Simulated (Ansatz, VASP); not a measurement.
Two plane-wave programs on Ca3TeRu2

File INCAR:

```
SYSTEM = Ca3TeRu2
PREC     = Accurate       ! precision mode
ENCUT    = 600            ! plane-wave cutoff, eV
EDIFF    = 1E-7           ! SCF threshold, eV
ISMEAR   = 0              ! smearing method
SIGMA    = 0.1            ! smearing width, eV
LREAL    = .False.        ! projectors in reciprocal space
LASPH    = .True.         ! aspherical terms in the spheres
NELM     = 80             ! most SCF steps
ALGO     = Fast           ! electronic algorithm
ISIF     = 3              ! what is computed and relaxed
LWAVE    = .False.        ! write WAVECAR
LCHARG   = .False.        ! write CHGCAR
GGA      = PE             ! functional
IBRION   = 2              ! ionic algorithm
NSW      = 90             ! ionic steps
EDIFFG   = -0.04          ! ionic threshold
```

Contents of KPOINTS:

```
regular mesh
0
Gamma
  4 4 4
  0 0 0
```

POSCAR

```
Ca3TeRu2
1.0
    4.5490873958      0.0000000000      0.0000000000
    0.0000000000      4.5490873958      0.0000000000
    0.0000000000      0.0000000000      7.0165171846
Ca Te Ru
3 1 2
Direct
    0.5000000000      0.5000000000      0.0000000000
    0.0000000000      0.5000000000      0.3678983213
    0.5000000000      0.0000000000      0.6321016787
    0.0000000000      0.0000000000      0.0000000000
    0.0000000000      0.5000000000      0.7864440275
    0.5000000000      0.0000000000      0.2135559725
```

Input for Ansatz:

```yaml
crystal:
  lattice:
    - [4.5490873958, 0.0, 0.0]
    - [0.0, 4.5490873958, 0.0]
    - [0.0, 0.0, 7.0165171846]
  atoms:
    - { symbol: Ca, position: [0.5, 0.5, 0.0] }
    - { symbol: Ca, position: [0.0, 0.5, 0.3678983213] }
    - { symbol: Ca, position: [0.5, 0.0, 0.6321016787] }
    - { symbol: Te, position: [0.0, 0.0, 0.0] }
    - { symbol: Ru, position: [0.0, 0.5, 0.7864440275] }
    - { symbol: Ru, position: [0.5, 0.0, 0.2135559725] }
basis:
  ecutwfc: 420
kpoints:
  mp_grid: { grid: [4, 4, 4] }
hamiltonian:
  xc: pbe
scf:
  occupations: { method: gaussian, width: 0.1 }
  lower_state_search: "off"
output:
  forces: true
  stress: true
  eigenvalues: true
relax:
  adjacent_minimum: "off"
  f_tol: 0.04
  max_steps: 70
  cell: { stress_tol: 0.4 }
```

Change from the starting cell: species swapped into the Zr2CuSb3 type (P-4m2, No. 115).

Alike in both runs: task relaxation of cell and atoms; functional PBE; k mesh 4 × 4 × 4; occupations gaussian, width 0.1 eV; no spin polarisation.

```csv
,VASP,Ansatz
version,VASP 6.6.1,Ansatz 0.2.0
potentials or method,"VASP PAW PBE potentials, release 64 (Ca_sv, Te, Ru_pv), cutoff 600 eV","scalar-relativistic, plane waves, PAW"
valence electrons in the cell,64,78
```

|  | VASP | Ansatz | Ansatz less VASP |
| --- | --- | --- | --- |
| gap on the k mesh at the Fermi level, each at its own relaxed structure (eV) | none | none | - |
| relaxed volume (Å³/atom) | 24.35 | 24.27 | -0.076 |
| relaxed length of the cell vector where the two differ most in proportion (Å) | 7.044 | 7.254 | +0.2093 |

A gap of «none» marks a metal or a gap that the smearing closes. VASP's potentials hold 64 valence electrons a cell and Ansatz's 78, so a difference there can come from the potentials and not from the codes.

Spin-orbit coupling is off throughout.
